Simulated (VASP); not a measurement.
# CO2 (I-42d) in VASP: single point with PBEsol

Aim: the single point of CO2 with PBEsol.

Everything below comes from runs of VASP 6.6.1. Logs are shortened: lines on timing, memory, paths and dates and some standing lists are left out, and cuts for length are marked.

## Step 1: The cell of the first run

The structure is tetragonal, space group I-42d (No. 122). Conventional cell: a = 3.949 Å, b = 3.949 Å, c = 6.028 Å, α = 90.00°, β = 90.00°, γ = 90.00°. C (site symmetry -4) has 4 O at 1.40 Å within 1.9 Å. O (site symmetry 2) has 2 C at 1.40 Å within 1.9 Å.

## Step 2: Single point, PBEsol

Contents of INCAR:

```
SYSTEM = CO2
ALGO = Normal
EDIFF = 1E-6
ENCUT = 520
GGA = PS
ISIF = 2
ISMEAR = 0
LASPH = .TRUE.
LCHARG = .FALSE.
LREAL = .FALSE.
LWAVE = .FALSE.
NBANDS = 25
NELM = 80
PREC = Accurate
SIGMA = 0.01
```

Contents of KPOINTS:

```
k-points
0
G
  3 3 3
  0 0 0
```

Contents of POSCAR:

```
CO2
1.0
   -1.9747270000      1.9747270000      3.0140580000
    1.9747270000     -1.9747270000      3.0140580000
    1.9747270000      1.9747270000     -3.0140580000
C O
2 4
Direct
    0.7500000000      0.2500000000      0.5000000000
    0.0000000000      0.0000000000      0.0000000000
    0.7097979999      0.1250000000      0.0847979999
    0.0402020001      0.6250000000      0.9152020001
    0.3750000000      0.2902020001      0.4152020001
    0.8750000000      0.9597979999      0.5847979999
```

Potentials or basis: VASP PAW PBE potentials, release 64 (C, O).

Run with:

```console
cat potpaw_PBE.64/C/POTCAR potpaw_PBE.64/O/POTCAR > POTCAR
mpirun -np 1 vasp_std > vasp.out
```

OUTCAR:

```text
SYSTEM = CO2
   EDIFF = 1E-6
   ENCUT = 520
   GGA = PS
   ISIF = 2
   ISMEAR = 0
   LASPH = .TRUE.
   LREAL = .FALSE.
   NELM = 80
   PREC = Accurate

 ion  position               nearest neighbor table
   1  0.750  0.250  0.500-   4 1.40   3 1.40   5 1.40   6 1.40
   2  0.000  0.000  0.000-   5 1.40   4 1.40   3 1.40   6 1.40
   3  0.710  0.125  0.085-   1 1.40   2 1.40
   4  0.040  0.625  0.915-   1 1.40   2 1.40
   5  0.375  0.290  0.415-   2 1.40   1 1.40
   6  0.875  0.960  0.585-   1 1.40   2 1.40

  LATTYP: Found a body centered tetragonal cell.
 ALAT       =     3.9494540000
 C/A-ratio  =     1.5263162959

  Lattice vectors:

 A1 = (  -1.9747270000,   1.9747270000,   3.0140580000)
 A2 = (   1.9747270000,  -1.9747270000,   3.0140580000)
 A3 = (   1.9747270000,   1.9747270000,  -3.0140580000)

Analysis of symmetry for initial positions (statically):
=====================================================================
 Subroutine PRICEL returns:
 Original cell was already a primitive cell.

 Routine SETGRP: Setting up the symmetry group for a
 body centered tetragonal supercell.

 Subroutine GETGRP returns: Found  8 space group operations
 (whereof  4 operations were pure point group operations)
 out of a pool of 16 trial point group operations.

The static configuration has the point symmetry S_4 .
 The point group associated with its full space group is D_2d.

Analysis of symmetry for dynamics (positions and initial velocities):
=====================================================================
 Subroutine PRICEL returns:
 Original cell was already a primitive cell.

 Routine SETGRP: Setting up the symmetry group for a
 body centered tetragonal supercell.

 Subroutine GETGRP returns: Found  8 space group operations
 (whereof  4 operations were pure point group operations)
 out of a pool of 16 trial point group operations.

The dynamic configuration has the point symmetry S_4 .
 The point group associated with its full space group is D_2d.

 Subroutine INISYM returns: Found  8 space group operations
 (whereof  4 operations are pure point group operations),
 and found     1 'primitive' translations

----------------------------------------------------------------------------------------

                                     Primitive cell

  volume of cell :      47.0138

  direct lattice vectors                    reciprocal lattice vectors
    -1.974727000  1.974727000  3.014058000     0.000000000  0.253199556  0.165889309
     1.974727000 -1.974727000  3.014058000     0.253199556  0.000000000  0.165889309
     1.974727000  1.974727000 -3.014058000     0.253199556  0.253199556  0.000000000

  length of vectors
     4.108970562  4.108970562  4.108970562     0.302703284  0.302703284  0.358078246

  position of ions in fractional coordinates (direct lattice)
     0.750000000  0.250000000  0.500000000
     0.000000000  0.000000000  0.000000000
     0.709798000  0.125000000  0.084798000
     0.040202000  0.625000000  0.915202000
     0.375000000  0.290202000  0.415202000
     0.875000000  0.959798000  0.584798000

  ion indices of the primitive-cell ions
   primitive index   ion index
                 1           1
                 2           2
                 3           3
                 4           4
                 5           5
                 6           6

----------------------------------------------------------------------------------------

 KPOINTS: k-points

Automatic generation of k-mesh.
 Grid dimensions read from file:
 generate k-points for:    3    3    3

 Generating k-lattice:

  Cartesian coordinates                     Fractional coordinates (reciprocal lattice)
     0.000000000  0.084399852  0.055296436     0.333333333 -0.000000000  0.000000000
     0.084399852  0.000000000  0.055296436    -0.000000000  0.333333333  0.000000000
     0.084399852  0.084399852  0.000000000     0.000000000  0.000000000  0.333333333

  Length of vectors
     0.100901095  0.100901095  0.119359415

  Shift w.r.t. Gamma in fractional coordinates (k-lattice)
     0.000000000  0.000000000  0.000000000

 Subroutine IBZKPT returns following result:
 ===========================================

 Found      6 irreducible k-points:

 Following reciprocal coordinates:
            Coordinates               Weight
  0.000000  0.000000  0.000000      1.000000
  0.333333 -0.000000  0.000000      8.000000
  0.333333  0.333333  0.000000      8.000000
 -0.333333  0.333333  0.000000      4.000000
 -0.333333  0.333333  0.333333      4.000000
 -0.333333 -0.333333  0.333333      2.000000
   k-points           NKPTS =      6   k-points in BZ     NKDIM =      6   number of bands    NBANDS=     25
   number of dos      NEDOS =    301   number of ions     NIONS =      6
   total plane-waves  NPLWV =  32768
   dimension x,y,z NGX =    32 NGY =   32 NGZ =   32
   dimension x,y,z NGXF=    64 NGYF=   64 NGZF=   64
   ions per type =               2   4
   NGX,Y,Z   is equivalent  to a cutoff of  12.95, 12.95, 12.95 a.u.
   NGXF,Y,Z  is equivalent  to a cutoff of  25.89, 25.89, 25.89 a.u.
 SYSTEM =  CO2
   PREC   = accura    normal or accurate (medium, high low for compatibility)
   ISTART =      0    job   : 0-new  1-cont  2-samecut
   ICHARG =      2    charge: 1-file 2-atom 10-const
   ISPIN  =      1    spin polarized calculation?
   LNONCOLLINEAR =      F non collinear calculations
   LSORBIT =      F    spin-orbit coupling
   LASPH  =      T    aspherical Exc in radial PAW
   ENCUT  =  520.0 eV  38.22 Ry    6.18 a.u.   7.64  7.64  7.64*2*pi/ulx,y,z
   NELM   =     80;   NELMIN=  2; NELMDL= -5     # of ELM steps
   EDIFF  = 0.1E-05   stopping-criterion for ELM
   LREAL  =      F    real-space projection
   EDIFFG = 0.1E-04   stopping-criterion for IOM
   NSW    =      0    number of steps for IOM
   IBRION =     -1    ionic relax: 0-MD 1-quasi-New 2-CG
   NFREE  =      0    steps in history (QN), initial steepest desc. (CG)
   ISIF   =      2    stress and relaxation
   ISYM   =      2    0-nonsym 1-usesym 2-fastsym
   POTIM  = 0.5000    time-step for ionic-motion
   TEBEG  =    0.0;   TEEND  =   0.0 temperature during run
   PSTRESS=    0.0 pullay stress
   NELECT =      32.0000    total number of electrons
   NUPDOWN=      -1.0000    fix difference up-down
   EMIN   =  10.00;   EMAX   =-10.00  energy-range for DOS
   EFERMI =   0.00;   METHOD = LEGACY
   ISMEAR =     0;   SIGMA  =   0.01  broadening in eV -4-tet -1-fermi 0-gaus
   EFERMI_NEDOS =   21; number of points for ismear=-14 and -15
   IALGO  =     38    algorithm
   IMIX   =      4    mixing-type and parameters
     AMIX     =   0.40;   BMIX     =  1.00
     AMIX_MAG =   1.60;   BMIX_MAG =  1.00
  volume/ion in A,a.u.               =       7.84        52.88
  Fermi-wavevector in a.u.,A,eV,Ry     =   1.440068  2.721333 28.215694  2.073795
  Thomas-Fermi vector in A             =   2.558853
   LORBIT       =      0    0 simple, 1 ext, 2 COOP (PROOUT), +10 PAW based schemes
   GGA     = PS    functional components
   LHFCALC =     F    Hartree Fock is set to
   AEXX    =    0.0000 exact exchange contribution
   IVDW    =     0    specifies the selected vdW correction
   LEPSILON=     F    determine dielectric tensor
   LRPA    =     F    only Hartree local field effects (RPA)
 non-spin polarized calculation
 Gauss-broadening in eV      SIGMA  =   0.01
  energy-cutoff  :      520.00
  volume of cell :       47.01
 maximum number of plane-waves:      1307
 NGX is ok and might be reduce to    30
   NGX = 15   NGY = 15   NGZ = 15

 number of electron      32.0000003 magnetization

 Free energy of the ion-electron system (eV)
  ---------------------------------------------------
  ext. energy  EPLUGINS =         0.00000000
  ---------------------------------------------------
  free energy    TOTEN  =       -46.09540437 eV

  energy without entropy =      -46.09540437  energy(sigma->0) =      -46.09540437

 E-fermi :   1.9776     XC(G=0): -11.3354

 val. band max:        1.9045793678   @ k =  -0.3333   0.3333   0.3333
 cond. band min:       9.5988973444   @ k =   0.0000   0.0000   0.0000
 fundamental gap:      7.6943179766
 Fermi energy:         1.9776179216

 k-point     1 :       0.0000    0.0000    0.0000
  band No.  band energies     occupation
      1     -21.8683      2.00000
      2     -16.7651      2.00000
      3     -16.7651      2.00000
      4     -16.1505      2.00000
      5     -12.5014      2.00000
      6      -7.5848      2.00000
[... 17 lines left out ...]
     24      16.9461      0.00000
     25      16.9461      0.00000

 k-point     2 :       0.3333   -0.0000    0.0000
  band No.  band energies     occupation
      1     -21.2293      2.00000
      2     -18.1951      2.00000
      3     -16.8745      2.00000
      4     -16.4889      2.00000
      5     -11.1025      2.00000
      6      -7.5496      2.00000
[... 17 lines left out ...]
     24      16.4212      0.00000
     25      16.9039      0.00000

 k-point     3 :       0.3333    0.3333    0.0000
  band No.  band energies     occupation
      1     -20.3983      2.00000
      2     -19.2965      2.00000
      3     -17.0013      2.00000
      4     -16.7437      2.00000
      5      -9.9207      2.00000
      6      -8.4281      2.00000
[... 17 lines left out ...]
     24      16.5271      0.00000
     25      16.9157      0.00000

 k-point     4 :      -0.3333    0.3333    0.0000
  band No.  band energies     occupation
      1     -20.9295      2.00000
      2     -18.6132      2.00000
      3     -16.9030      2.00000
      4     -16.6030      2.00000
      5     -10.6274      2.00000
      6      -8.5940      2.00000
[... 17 lines left out ...]
     24      16.0904      0.00000
     25      17.5791      0.00000

 k-point     5 :      -0.3333    0.3333    0.3333
  band No.  band energies     occupation
      1     -20.3846      2.00000
      2     -19.2992      2.00000
      3     -17.0709      2.00000
      4     -16.8314      2.00000
      5      -9.5520      2.00000
      6      -7.8781      2.00000
[... 17 lines left out ...]
     24      16.3262      0.00000
     25      17.0169      0.00000

 k-point     6 :      -0.3333   -0.3333    0.3333
  band No.  band energies     occupation
      1     -20.9489      2.00000
      2     -18.4800      2.00000
      3     -16.9649      2.00000
      4     -16.9649      2.00000
      5      -9.9629      2.00000
      6      -7.3794      2.00000
[... 17 lines left out ...]
     24      16.3276      0.00000
     25      16.3276      0.00000

------------------------ aborting loop because EDIFF is reached ----------------------------------------

  FORCE on cell =-STRESS in cart. coord.  units (eV):
  Direction    XX          YY          ZZ          XY          YZ          ZX
  --------------------------------------------------------------------------------------
  -------------------------------------------------------------------------------------
  Total       -1.2742775     -1.2742775     -1.7956520      0.0000000      0.0000000      0.0000000
  in kB      -43.4259044    -43.4259044    -61.1937458      0.0000000      0.0000000      0.0000000
  external PRESSURE =     -49.3485182 kB  Pullay stress =       0.0000000 kB

 VOLUME and BASIS-vectors are now :
 -----------------------------------------------------------------------------
  energy-cutoff  :      520.00
  volume of cell :       47.01
      direct lattice vectors                 reciprocal lattice vectors
    -1.974727000  1.974727000  3.014058000     0.000000000  0.253199556  0.165889309
     1.974727000 -1.974727000  3.014058000     0.253199556  0.000000000  0.165889309
     1.974727000  1.974727000 -3.014058000     0.253199556  0.253199556  0.000000000

 POSITION                                       TOTAL-FORCE (eV/Angst)
 -----------------------------------------------------------------------------------
     -0.00000      1.97473      1.50703         0.000000     -0.000000      0.000000
      0.00000      0.00000      0.00000         0.000000     -0.000000      0.000000
     -0.98736      1.32227      2.26054         0.000000      0.118790     -0.000000
      2.96209      0.65246     -0.75351         0.000000     -0.118790      0.000000
      0.65246      0.98736      0.75351        -0.118790     -0.000000      0.000000
      1.32227      0.98736      3.76757         0.118790     -0.000000     -0.000000
 -----------------------------------------------------------------------------------
    total drift:                                0.000001      0.000001      0.000001

  FREE ENERGIE OF THE ION-ELECTRON SYSTEM (eV)
  ---------------------------------------------------
  free  energy   TOTEN  =       -46.0954043674 eV

  energy  without entropy=      -46.0954043674  energy(sigma->0) =      -46.09540437
```

Run time: 4.1 s. Hardware: 1 thread of Intel Xeon 6975P-C (Granite Rapids), shared host; peak memory 0.16 GiB.

What came out:

```
Free energy            : -46.0954 eV
Pressure               : -4.9 GPa
Largest force          : 0.119 eV/Å
Band gap on the k mesh : 7.69 eV, indirect (least direct gap 8.00 eV)
```

Forces in eV/Å, atoms in the order of the input:
```
C    0.000  0.000  0.000
C    0.000  0.000  0.000
O    0.000  0.119  0.000
O    0.000 -0.119  0.000
O   -0.119  0.000  0.000
O    0.119  0.000  0.000
```

Caveat: the k points lie up to 0.75 Å⁻¹ apart; the PAW data sets were made with another functional, which shifts forces and pressure a little. A k mesh can miss the band edges.
